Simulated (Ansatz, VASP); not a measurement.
**Al9H: VASP beside Ansatz**

INCAR

```
SYSTEM = Al9H
  PREC = Accurate
  ENCUT = 520
  EDIFF = 1E-7
  ISMEAR = 0
  SIGMA = 0.1
  LREAL = Auto
  LASPH = .TRUE.
  NELM = 60
  ALGO = Normal
  ISIF = 2
  LWAVE = .FALSE.
  LCHARG = .FALSE.
  LDIPOL = .TRUE.
  IDIPOL = 3
  DIPOL = 0.5 0.5 0.299
  GGA = PE
  NBANDS = 44
```

KPOINTS

```
regular mesh
0
G
  5 3 1
  0 0 0
```

Contents of POSCAR:

```
Al9H
1.0
    5.7070863109      0.0000000000      0.0000000000
   -1.4267715777      9.7014842373      0.0000000000
    0.0000000000      0.0000000000     22.7903703632
Al H
18 2
Direct
    0.2662216041      0.0648864163      0.1755127247
    0.7662216041      0.0648864163      0.1755127247
    0.3354806058      0.3419224231      0.2192029853
    0.8354806058      0.3419224231      0.2192029853
    0.1493324061      0.5973296244      0.2279410374
    0.6493324061      0.5973296244      0.2279410374
    0.4631842064      0.8527368258      0.2366790895
    0.9631842064      0.8527368258      0.2366790895
    0.0319772084      0.1277109167      0.2808262503
    0.5319772084      0.1277109167      0.2808262503
    0.0997917590      0.4042231279      0.3301071124
    0.5997917590      0.4042231279      0.3301071124
    0.4144000530      0.6596656505      0.3369822082
    0.9144000530      0.6596656505      0.3369822082
    0.2263076920      0.9110819249      0.3449259127
    0.7263076920      0.9110819249      0.3449259127
    0.2962427236      0.1814071990      0.3857054635
    0.7962427236      0.1814071990      0.3857054635
    0.2804984929      0.9110819249      0.4475736989
    0.6721168912      0.9110819249      0.4475736989
```

Input for Ansatz:

```yaml
crystal:
  lattice:
    - [5.7070863109, 0.0, 0.0]
    - [-1.4267715777, 9.7014842373, 0.0]
    - [0.0, 0.0, 22.7903703632]
  atoms:
    - { symbol: Al, position: [0.2662216041, 0.0648864163, 0.1755127247] }
    - { symbol: Al, position: [0.7662216041, 0.0648864163, 0.1755127247] }
    - { symbol: Al, position: [0.3354806058, 0.3419224231, 0.2192029853] }
    - { symbol: Al, position: [0.8354806058, 0.3419224231, 0.2192029853] }
    - { symbol: Al, position: [0.1493324061, 0.5973296244, 0.2279410374] }
    - { symbol: Al, position: [0.6493324061, 0.5973296244, 0.2279410374] }
    - { symbol: Al, position: [0.4631842064, 0.8527368258, 0.2366790895] }
    - { symbol: Al, position: [0.9631842064, 0.8527368258, 0.2366790895] }
    - { symbol: Al, position: [0.0319772084, 0.1277109167, 0.2808262503] }
    - { symbol: Al, position: [0.5319772084, 0.1277109167, 0.2808262503] }
    - { symbol: Al, position: [0.099791759, 0.4042231279, 0.3301071124] }
    - { symbol: Al, position: [0.599791759, 0.4042231279, 0.3301071124] }
    - { symbol: Al, position: [0.414400053, 0.6596656505, 0.3369822082] }
    - { symbol: Al, position: [0.914400053, 0.6596656505, 0.3369822082] }
    - { symbol: Al, position: [0.226307692, 0.9110819249, 0.3449259127] }
    - { symbol: Al, position: [0.726307692, 0.9110819249, 0.3449259127] }
    - { symbol: Al, position: [0.2962427236, 0.181407199, 0.3857054635] }
    - { symbol: Al, position: [0.7962427236, 0.181407199, 0.3857054635] }
    - { symbol: H, position: [0.2804984929, 0.9110819249, 0.4475736989] }
    - { symbol: H, position: [0.6721168912, 0.9110819249, 0.4475736989] }
basis:
  ecutwfc: 420
kpoints:
  mp_grid: { grid: [5, 3, 1] }
hamiltonian:
  xc: pbe
  pseudopotentials: { kind: paw, azcp: { folder: soft_1 } }
scf:
  occupations: { method: gaussian, width: 0.1 }
output:
  forces: true
  eigenvalues: true
efield:
  axis: 3
  dipole_correction: true
  ramp_width: 0.04
```

Alike in both runs: task single point; functional PBE; k mesh 5 × 3 × 1; occupations gaussian, width 0.1 eV; no spin polarisation.

```csv
,VASP,Ansatz
version,VASP 6.6.1,Ansatz 0.2.0
potentials or method,"VASP PAW PBE potentials, release 64 (Al, H), cutoff 520 eV","scalar-relativistic, plane waves, PAW"
valence electrons in the cell,56,56
```

```tsv
	VASP	Ansatz	Ansatz less VASP
gap on the k mesh at the Fermi level (eV)	none	none	-
rms of the force components (eV/Å)	0.378	0.377	-0.0004
```

Atom by atom the forces differ by 0.001 eV/Å (rms over components). A gap of «none» marks a metal or a gap that the smearing closes. With one functional, cell and mesh, what is left measures potentials, basis and numerics.
